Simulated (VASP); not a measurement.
# AlN in VASP: notebook

The runs below take AlN through single point, with PBE.

Everything below comes from runs of VASP 6.6.1. Logs are shortened: lines on timing, memory, paths and dates and some standing lists are left out, and cuts for length are marked.

## 1. The cell of the first run

It takes space group I-4m2 (No. 119, tetragonal). The conventional cell has a = 3.028 Å, b = 3.028 Å, c = 4.457 Å, α = 90.00°, β = 90.00°, γ = 90.00°. Al (site symmetry -4m2) has 4 N at 1.88 Å within 2.5 Å. N (site symmetry -4m2) has 4 Al at 1.88 Å within 2.5 Å.

## 2. Single point, PBE (epitaxial xy strain -2.0%)

INCAR

```
PREC = Accurate ; ENCUT = 520
EDIFF = 1E-6 ; ISMEAR = 0
SIGMA = 0.01 ; LREAL = F
LASPH = T ; NELM = 60
ALGO = Normal ; ISIF = 2
LWAVE = F ; LCHARG = F
GGA = PE ; NBANDS = 11
```

KPOINTS

```
Automatic mesh
0
Gamma
  6 6 6
```

POSCAR

```
AlN
1.0
    0.0000000000      2.1411788842      2.2285739407
    2.1411788842      0.0000000000      2.2285739407
    2.1411788842      2.1411788842      0.0000000000
Al N
1 1
Direct
    0.0000000000      0.0000000000      0.0000000000
    0.2500000000      0.2500000000      0.2500000000
```

Potentials or basis: VASP PAW PBE potentials, release 64 (Al, N).

The run is started by

```
cat potpaw_PBE.64/Al/POTCAR potpaw_PBE.64/N/POTCAR > POTCAR
mpirun -np 1 vasp_std > vasp.out
```

OUTCAR:

```text
PREC = Accurate
   ENCUT = 520
   EDIFF = 1E-6
   ISMEAR = 0
   LREAL = F
   LASPH = T
   NELM = 60
   ISIF = 2
   GGA = PE

 ion  position               nearest neighbor table
   1  0.000  0.000  0.000-   2 1.88   2 1.88   2 1.88   2 1.88
   2  0.250  0.250  0.250-   1 1.88   1 1.88   1 1.88   1 1.88

  LATTYP: Found a body centered tetragonal cell.
 ALAT       =     3.0280842175
 C/A-ratio  =     1.4719365649

  Lattice vectors:

 A1 = (  -2.1411788842,   0.0000000000,   2.2285739407)
 A2 = (   2.1411788842,   0.0000000000,   2.2285739407)
 A3 = (   0.0000000000,   2.1411788842,  -2.2285739407)

Analysis of symmetry for initial positions (statically):
=====================================================================
 Subroutine PRICEL returns:
 Original cell was already a primitive cell.

 Routine SETGRP: Setting up the symmetry group for a
 body centered tetragonal supercell.

 Subroutine GETGRP returns: Found  8 space group operations
 (whereof  8 operations were pure point group operations)
 out of a pool of 16 trial point group operations.

The static configuration has the point symmetry D_2d.

Analysis of symmetry for dynamics (positions and initial velocities):
=====================================================================
 Subroutine PRICEL returns:
 Original cell was already a primitive cell.

 Routine SETGRP: Setting up the symmetry group for a
 body centered tetragonal supercell.

 Subroutine GETGRP returns: Found  8 space group operations
 (whereof  8 operations were pure point group operations)
 out of a pool of 16 trial point group operations.

The dynamic configuration has the point symmetry D_2d.

 Subroutine INISYM returns: Found  8 space group operations
 (whereof  8 operations are pure point group operations),
 and found     1 'primitive' translations

----------------------------------------------------------------------------------------

                                     Primitive cell

  volume of cell :      20.4344

  direct lattice vectors                    reciprocal lattice vectors
     0.000000000  2.141178884  2.228573941    -0.233516220  0.233516220  0.224358721
     2.141178884  0.000000000  2.228573941     0.233516220 -0.233516220  0.224358721
     2.141178884  2.141178884  0.000000000     0.233516220  0.233516220 -0.224358721

  length of vectors
     3.090499769  3.090499769  3.028084218     0.399244895  0.399244895  0.399244895

  position of ions in fractional coordinates (direct lattice)
     0.000000000  0.000000000  0.000000000
     0.250000000  0.250000000  0.250000000

  ion indices of the primitive-cell ions
   primitive index   ion index
                 1           1
                 2           2

----------------------------------------------------------------------------------------

 KPOINTS: Automatic mesh

Automatic generation of k-mesh.
 Grid dimensions read from file:
 generate k-points for:    6    6    6

 Generating k-lattice:

  Cartesian coordinates                     Fractional coordinates (reciprocal lattice)
    -0.038919370  0.038919370  0.037393120     0.166666667  0.000000000  0.000000000
     0.038919370 -0.038919370  0.037393120     0.000000000  0.166666667  0.000000000
     0.038919370  0.038919370 -0.037393120     0.000000000  0.000000000  0.166666667

  Length of vectors
     0.066540816  0.066540816  0.066540816

  Shift w.r.t. Gamma in fractional coordinates (k-lattice)
     0.000000000  0.000000000  0.000000000

 Subroutine IBZKPT returns following result:
 ===========================================

 Found     30 irreducible k-points:

 Following reciprocal coordinates:
            Coordinates               Weight
  0.000000  0.000000  0.000000      1.000000
  0.166667 -0.000000  0.000000      8.000000
  0.333333 -0.000000  0.000000      8.000000
  0.500000 -0.000000  0.000000      4.000000
  0.166667  0.166667  0.000000      2.000000
  0.333333  0.166667  0.000000      8.000000
[... 16 lines left out ...]
  0.333333  0.000000  0.333333      4.000000
  0.500000 -0.000000  0.333333     16.000000
 [... further k-points ...]
   k-points           NKPTS =     30   k-points in BZ     NKDIM =     30   number of bands    NBANDS=     11
   number of dos      NEDOS =    301   number of ions     NIONS =      2
   total plane-waves  NPLWV =  13824
   dimension x,y,z NGX =    24 NGY =   24 NGZ =   24
   dimension x,y,z NGXF=    48 NGYF=   48 NGZF=   48
   ions per type =               1   1
   NGX,Y,Z   is equivalent  to a cutoff of  12.91, 12.91, 13.18 a.u.
   NGXF,Y,Z  is equivalent  to a cutoff of  25.82, 25.82, 26.35 a.u.
 SYSTEM =  unknown system
   PREC   = accura    normal or accurate (medium, high low for compatibility)
   ISTART =      0    job   : 0-new  1-cont  2-samecut
   ICHARG =      2    charge: 1-file 2-atom 10-const
   ISPIN  =      1    spin polarized calculation?
   LNONCOLLINEAR =      F non collinear calculations
   LSORBIT =      F    spin-orbit coupling
   LASPH  =      T    aspherical Exc in radial PAW
   ENCUT  =  520.0 eV  38.22 Ry    6.18 a.u.   5.75  5.75  5.63*2*pi/ulx,y,z
   NELM   =     60;   NELMIN=  2; NELMDL= -5     # of ELM steps
   EDIFF  = 0.1E-05   stopping-criterion for ELM
   LREAL  =      F    real-space projection
   EDIFFG = 0.1E-04   stopping-criterion for IOM
   NSW    =      0    number of steps for IOM
   IBRION =     -1    ionic relax: 0-MD 1-quasi-New 2-CG
   NFREE  =      0    steps in history (QN), initial steepest desc. (CG)
   ISIF   =      2    stress and relaxation
   ISYM   =      2    0-nonsym 1-usesym 2-fastsym
   POTIM  = 0.5000    time-step for ionic-motion
   TEBEG  =    0.0;   TEEND  =   0.0 temperature during run
   PSTRESS=    0.0 pullay stress
   NELECT =       8.0000    total number of electrons
   NUPDOWN=      -1.0000    fix difference up-down
   EMIN   =  10.00;   EMAX   =-10.00  energy-range for DOS
   EFERMI =   0.00;   METHOD = LEGACY
   ISMEAR =     0;   SIGMA  =   0.01  broadening in eV -4-tet -1-fermi 0-gaus
   EFERMI_NEDOS =   21; number of points for ismear=-14 and -15
   IALGO  =     38    algorithm
   IMIX   =      4    mixing-type and parameters
     AMIX     =   0.40;   BMIX     =  1.00
     AMIX_MAG =   1.60;   BMIX_MAG =  1.00
  volume/ion in A,a.u.               =      10.22        68.95
  Fermi-wavevector in a.u.,A,eV,Ry     =   1.197615  2.263164 19.514583  1.434281
  Thomas-Fermi vector in A             =   2.333525
   LORBIT       =      0    0 simple, 1 ext, 2 COOP (PROOUT), +10 PAW based schemes
   GGA     = PE    functional components
   LHFCALC =     F    Hartree Fock is set to
   AEXX    =    0.0000 exact exchange contribution
   IVDW    =     0    specifies the selected vdW correction
   LEPSILON=     F    determine dielectric tensor
   LRPA    =     F    only Hartree local field effects (RPA)
 non-spin polarized calculation
 Gauss-broadening in eV      SIGMA  =   0.01
  energy-cutoff  :      520.00
  volume of cell :       20.43
 maximum number of plane-waves:       560
   NGX = 11   NGY = 11   NGZ = 11

 number of electron       7.9999999 magnetization

 Free energy of the ion-electron system (eV)
  ---------------------------------------------------
  ext. energy  EPLUGINS =         0.00000000
  ---------------------------------------------------
  free energy    TOTEN  =       -14.81207210 eV

  energy without entropy =      -14.81207210  energy(sigma->0) =      -14.81207210

 E-fermi :   6.3522     XC(G=0): -11.0195

 val. band max:        6.2248179968   @ k =   0.0000   0.0000   0.0000
 cond. band min:       9.4322255470   @ k =   0.5000   0.0000   0.5000
 fundamental gap:      3.2074075502
 Fermi energy:         6.3522125423

 k-point     1 :       0.0000    0.0000    0.0000
  band No.  band energies     occupation
      1      -8.9345      2.00000
      2       6.0425      2.00000
      3       6.2248      2.00000
      4       6.2248      2.00000
      5      10.5216      0.00000
      6      18.9044      0.00000
      7      18.9044      0.00000
      8      18.9404      0.00000
      9      23.2494      0.00000
     10      24.4761      0.00000
     11      24.6692      0.00000

 k-point     2 :       0.1667   -0.0000    0.0000
  band No.  band energies     occupation
      1      -8.5270      2.00000
      2       4.2994      2.00000
      3       5.9386      2.00000
      4       6.1224      2.00000
      5      11.9383      0.00000
      6      17.9128      0.00000
      7      18.9815      0.00000
      8      19.2006      0.00000
      9      21.8136      0.00000
     10      22.5228      0.00000
     11      24.1502      0.00000

 k-point     3 :       0.3333   -0.0000    0.0000
  band No.  band energies     occupation
      1      -7.5129      2.00000
      2       1.5610      2.00000
      3       5.6383      2.00000
      4       5.9380      2.00000
      5      13.3117      0.00000
      6      16.6055      0.00000
      7      17.8168      0.00000
      8      18.3970      0.00000
      9      23.4731      0.00000
     10      23.8155      0.00000
     11      24.2550      0.00000

 k-point     4 :       0.5000   -0.0000    0.0000
  band No.  band energies     occupation
      1      -6.8246      2.00000
      2       0.2243      2.00000
      3       5.5021      2.00000
      4       5.8548      2.00000
      5      13.6408      0.00000
      6      16.1597      0.00000
      7      17.1559      0.00000
      8      17.8086      0.00000
      9      24.3355      0.00000
     10      26.3798      0.00000
     11      26.7348      0.00000
[... 239 lines left out ...]
 k-point    22 :      -0.3333    0.5000    0.1667
  band No.  band energies     occupation
      1      -6.2005      2.00000
      2       1.5683      2.00000
      3       3.5352      2.00000
      4       3.7021      2.00000
      5      11.6644      0.00000
      6      17.0119      0.00000
      7      19.0022      0.00000
      8      19.5777      0.00000
      9      23.2241      0.00000
     10      26.5726      0.00000
     11      31.1343      0.00000

 k-point    23 :       0.3333    0.0000    0.3333
  band No.  band energies     occupation
      1      -7.0147      2.00000
      2       2.3143      2.00000
      3       4.6396      2.00000
      4       4.6820      2.00000
      5      11.0462      0.00000
      6      15.4860      0.00000
      7      18.9605      0.00000
      8      20.5360      0.00000
      9      21.6443      0.00000
     10      26.9805      0.00000
     11      30.4695      0.00000

 k-point    24 :       0.5000   -0.0000    0.3333
  band No.  band energies     occupation
      1      -6.3322      2.00000
      2       1.6364      2.00000
      3       3.5761      2.00000
      4       4.5444      2.00000
      5      10.8198      0.00000
      6      15.7187      0.00000
      7      19.3964      0.00000
      8      20.6709      0.00000
      9      21.9153      0.00000
     10      27.8761      0.00000
     11      30.3858      0.00000

 [... further k-points ...]

------------------------ aborting loop because EDIFF is reached ----------------------------------------

  FORCE on cell =-STRESS in cart. coord.  units (eV):
  Direction    XX          YY          ZZ          XY          YZ          ZX
  --------------------------------------------------------------------------------------
  -------------------------------------------------------------------------------------
  Total        1.3624016      1.3624016      0.6080620      0.0000000      0.0000000      0.0000000
  in kB      106.8200485    106.8200485     47.6755294      0.0000000      0.0000000      0.0000000
  external PRESSURE =      87.1052088 kB  Pullay stress =       0.0000000 kB

 VOLUME and BASIS-vectors are now :
 -----------------------------------------------------------------------------
  energy-cutoff  :      520.00
  volume of cell :       20.43
      direct lattice vectors                 reciprocal lattice vectors
     0.000000000  2.141178884  2.228573941    -0.233516220  0.233516220  0.224358721
     2.141178884  0.000000000  2.228573941     0.233516220 -0.233516220  0.224358721
     2.141178884  2.141178884  0.000000000     0.233516220  0.233516220 -0.224358721

 POSITION                                       TOTAL-FORCE (eV/Angst)
 -----------------------------------------------------------------------------------
      0.00000      0.00000      0.00000        -0.000000     -0.000000     -0.000000
      1.07059      1.07059      1.11429         0.000000      0.000000      0.000000
 -----------------------------------------------------------------------------------
    total drift:                                0.000000      0.000000      0.000000

  FREE ENERGIE OF THE ION-ELECTRON SYSTEM (eV)
  ---------------------------------------------------
  free  energy   TOTEN  =       -14.8120721034 eV

  energy  without entropy=      -14.8120721034  energy(sigma->0) =      -14.81207210
```

Wall time 7.9 s (1 thread of Intel Xeon 8259CL, shared host); peak memory 0.13 GiB.

What came out:

* Free energy: -14.8121 eV
* Pressure: 8.7 GPa
* Band gap on the k mesh: 3.21 eV, indirect (least direct gap 4.30 eV)

Caveat: the cell differs from its parent crystal (epitaxial xy strain -2.0%). A k mesh can miss the band edges.

## 3. Single point, PBE (epitaxial xy strain -1.0%)

INCAR

```
SYSTEM = AlN
  ALGO = Normal
  EDIFF = 1E-7
  ENCUT = 520
  GGA = PE
  ISIF = 2
  ISMEAR = 0
  LASPH = .True.
  LCHARG = .False.
  LREAL = .False.
  LWAVE = .False.
  NBANDS = 11
  NELM = 60
  PREC = Accurate
  SIGMA = 0.01
```

KPOINTS

```
k-points
0
Gamma
  6 6 6
  0 0 0
```

POSCAR

```
AlN
1.0
    0.0000000000      2.1630276483      2.2073064882
    2.1630276483      0.0000000000      2.2073064882
    2.1630276483      2.1630276483      0.0000000000
Al N
1 1
Direct
    0.0000000000      0.0000000000      0.0000000000
    0.2500000000      0.2500000000      0.2500000000
```

Potentials or basis: VASP PAW PBE potentials, release 64 (Al, N).

The run is started by

```
cat potpaw_PBE.64/Al/POTCAR potpaw_PBE.64/N/POTCAR > POTCAR
mpirun -np 1 vasp_std > vasp.out
```

Wall time 8.6 s (1 thread of Intel Xeon 8259CL, shared host); peak memory 0.13 GiB.

It converged, with:

| Quantity | Value |
| --- | --- |
| Free energy | -14.8299 eV |
| Pressure | 6.4 GPa |
| Band gap on the k mesh | 3.26 eV, indirect (least direct gap 4.24 eV) |

Stress tensor (GPa, compression positive):
```
7.37 0.00 0.00
0.00 7.37 0.00
0.00 0.00 4.55
```

Levels at points of the mesh, in eV from the valence-band top:
```
           k point  band 1  band 2  band 3  band 4  band 5  band 6  band 7  band 8  band 9
(0.00, 0.00, 0.00)  -15.06   -0.09    0.00    0.00    4.24   12.61   12.61   12.63   17.37
(0.50, 0.00, 0.00)  -12.99   -5.92   -0.60   -0.42    7.41    9.89   11.01   11.36   18.05
(0.50, 0.50, 0.00)  -12.40   -5.09   -1.70   -1.70    3.36    8.84   13.80   15.92   15.92
(0.50, 0.00, 0.50)  -12.31   -4.89   -1.87   -1.87    3.26    8.53   14.16   15.45   16.06
```

Caveat: the cell differs from its parent crystal (epitaxial xy strain -1.0%). A k mesh can miss the band edges.

## 4. Single point, PBE (epitaxial xy strain +1.0%)

INCAR

```
ALGO     = Normal         # electronic algorithm
EDIFF    = 1E-6           # SCF threshold, eV
ENCUT    = 520            # plane-wave cutoff, eV
GGA      = PE             # functional
ISIF     = 2              # what is computed and relaxed
ISMEAR   = 0              # smearing method
LASPH    = T              # aspherical terms in the spheres
LCHARG   = F              # write CHGCAR
LREAL    = F              # projectors in reciprocal space
LWAVE    = F              # write WAVECAR
NBANDS   = 11             # bands
NELM     = 80             # most SCF steps
PREC     = Accurate       # precision mode
SIGMA    = 0.01           # smearing width, eV
```

KPOINTS

```
k-points
0
Gamma
  6 6 6
```

POSCAR

```
AlN
1.0
    0.0000000000      2.2067251766      2.1614008355
    2.2067251766      0.0000000000      2.1614008355
    2.2067251766      2.2067251766      0.0000000000
Al N
1 1
Direct
    0.0000000000      0.0000000000      0.0000000000
    0.2500000000      0.2500000000      0.2500000000
```

Potentials or basis: VASP PAW PBE potentials, release 64 (Al, N).

The run is started by

```
cat potpaw_PBE.64/Al/POTCAR potpaw_PBE.64/N/POTCAR > POTCAR
mpirun -np 1 vasp_std > vasp.out
```

OUTCAR:

```text
EDIFF = 1E-6
   ENCUT = 520
   GGA = PE
   ISIF = 2
   ISMEAR = 0
   LASPH = T
   LREAL = F
   NELM = 80
   PREC = Accurate

 ion  position               nearest neighbor table
   1  0.000  0.000  0.000-   2 1.90   2 1.90   2 1.90   2 1.90
   2  0.250  0.250  0.250-   1 1.90   1 1.90   1 1.90   1 1.90

  LATTYP: Found a body centered tetragonal cell.
 ALAT       =     3.1207806732
 C/A-ratio  =     1.3851667655

  Lattice vectors:

[... 522 lines left out ...]

------------------------ aborting loop because EDIFF is reached ----------------------------------------

  FORCE on cell =-STRESS in cart. coord.  units (eV):
  Direction    XX          YY          ZZ          XY          YZ          ZX
  --------------------------------------------------------------------------------------
  -------------------------------------------------------------------------------------
  Total        0.2034748      0.2034748      0.5407038      0.0000000     -0.0000000      0.0000000
  in kB       15.4867207     15.4867207     41.1536305      0.0000000     -0.0000000      0.0000000
  external PRESSURE =      24.0423573 kB  Pullay stress =       0.0000000 kB

 VOLUME and BASIS-vectors are now :
 -----------------------------------------------------------------------------
  energy-cutoff  :      520.00
  volume of cell :       21.05
      direct lattice vectors                 reciprocal lattice vectors
     0.000000000  2.206725177  2.161400835    -0.226580095  0.226580095  0.231331455
     2.206725177  0.000000000  2.161400835     0.226580095 -0.226580095  0.231331455
     2.206725177  2.206725177  0.000000000     0.226580095  0.226580095 -0.231331455

 POSITION                                       TOTAL-FORCE (eV/Angst)
 -----------------------------------------------------------------------------------
      0.00000      0.00000      0.00000         0.000000      0.000000      0.000000
      1.10336      1.10336      1.08070        -0.000000     -0.000000     -0.000000
 -----------------------------------------------------------------------------------
    total drift:                                0.000000      0.000000      0.000000

  FREE ENERGIE OF THE ION-ELECTRON SYSTEM (eV)
  ---------------------------------------------------
  free  energy   TOTEN  =       -14.8410988429 eV

  energy  without entropy=      -14.8410988429  energy(sigma->0) =      -14.84109884
```

stdout:

```text
POSCAR found type information on POSCAR AlN
 POSCAR found :  2 types and       2 ions
 scaLAPACK will be used
 LDA part: xc-table for (Slater+PW92), standard interpolation
 POSCAR, INCAR and KPOINTS ok, starting setup
 FFT: planning ... GRIDC
 FFT: planning ... GRID_SOFT
 FFT: planning ... GRID
 WAVECAR not read
 entering main loop
```

Run time: 8.6 s. Hardware: 1 thread of Intel Xeon 8259CL, shared host; peak memory 0.13 GiB.

What came out:

```
Free energy            : -14.8411 eV
Pressure               : 2.4 GPa
Band gap on the k mesh : 3.20 eV, indirect (least direct gap 4.05 eV)
```

Caveat: the cell differs from its parent crystal (epitaxial xy strain +1.0%). A k mesh can miss the band edges.

(Part 1 of 2 ends here.)
